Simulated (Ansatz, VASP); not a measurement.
Al2O3: VASP beside Ansatz

File INCAR:

```
  ALGO = Normal
  EDIFF = 1E-6
  ENCUT = 600
  GGA = CA
  GGA_COMPAT = F
  ISIF = 2
  ISMEAR = 0
  LASPH = T
  LCHARG = F
  LREAL = F
  LWAVE = F
  NBANDS = 20
  NELM = 120
  PREC = Accurate
  SIGMA = 0.01
```

The input KPOINTS:

```
k-points
0
Gamma
  12 12 2
```

POSCAR

```
Al2O3
1.0
    2.8843250000      0.0000000000      0.0000000000
   -1.4421625000      2.4978987228      0.0000000000
    0.0000000000      0.0000000000      9.3367540000
Al O
2 3
Direct
    0.0000000000      0.0000000000      0.1499920000
    0.0000000000      0.0000000000      0.8500080000
    0.3333333333      0.6666666667      0.2223170000
    0.3333333333      0.6666666667      0.7776830000
    0.6666666667      0.3333333333      0.0000000000
```

Input for Ansatz:

```yaml
crystal:
  lattice:
    a: 2.884325
    b: 2.884325
    c: 9.336754
    alpha: 90.0
    beta: 90.0
    gamma: 120.0
  space_group: 187
  atoms:
    - { symbol: Al, position: [0.0, 0.0, 0.149992] }
    - { symbol: O, position: [0.3333333333333333, 0.6666666666666666, 0.222317] }
    - { symbol: O, position: [0.6666666666666666, 0.3333333333333333, 0.0] }
kpoints:
  mp_grid:
    grid: [12, 12, 2]
hamiltonian:
  xc: lda
scf:
  occupations:
    method: fixed
output:
  forces: true
  stress: true
```

Alike in both runs: task single point; functional LDA; k mesh 12 × 12 × 2; no spin polarisation.

|  | VASP | Ansatz |
| --- | --- | --- |
| version | VASP 6.6.1 | Ansatz 0.2.0 |
| potentials or method | VASP PAW LDA potentials, release 64 (Al, O) | plane waves, PAW |
| plane-wave cutoff (eV) | 600 | 420 |
| occupations | gaussian, width 0.01 eV | fixed |
| valence electrons in the cell | 24 | 24 |

VASP gave:

```
pressure (GPa)                                                : -6.6
traceless stress, the component that is largest in VASP (GPa) : 1.41
rms of the force components (eV/Å)                            : 0.183
```

Problem. What did Ansatz give for the same quantities?

Solution. Pressure (GPa): -7.0; traceless stress, the component that is largest in VASP (GPa): 1.90; rms of the force components (eV/Å): 0.192.

LDA's correlation is that of Perdew and Zunger in VASP and of Perdew and Wang (1992) in Ansatz. Atom by atom the forces differ by 0.009 eV/Å (rms over components).
